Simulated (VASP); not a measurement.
Here is a VASP 6.6.1 calculation.

File INCAR:

```
  PREC = Accurate
  ENCUT = 600
  EDIFF = 1E-6
  ISMEAR = 0
  SIGMA = 0.02
  LREAL = False
  LASPH = True
  NELM = 120
  ALGO = Normal
  ISIF = 2
  LWAVE = False
  LCHARG = False
  GGA = PS
  NBANDS = 11
  GGA_COMPAT = False
```

The input KPOINTS:

```
Automatic mesh
0
Gamma
  8 8 8
```

The input POSCAR:

```
BeTe
1.0
    0.0000000000      2.8029552548      2.8029552548
    2.8029552548      0.0000000000      2.8029552548
    2.8029552548      2.8029552548      0.0000000000
Be Te
1 1
Direct
    0.0000000000      0.0000000000      0.0000000000
    0.7500000000      0.7500000000      0.7500000000
```

Potentials or basis: VASP PAW PBE potentials, release 64 (Be, Te).

The run is started by

```sh
$ cat potpaw_PBE.64/Be/POTCAR potpaw_PBE.64/Te/POTCAR > POTCAR
$ mpirun -np 1 vasp_std > vasp.out
```

**Question.** Estimate the pressure.

**Answer.** 0.2 GPa.

**Question.** What does it give for the band gap on the k mesh?

**Answer.** 1.82 eV (least direct gap 3.59 eV).

Caveat: the PAW data sets were made with another functional, which shifts forces and pressure a little; spin-orbit coupling is left out, which moves the levels of the heavy elements. A k mesh can miss the band edges.
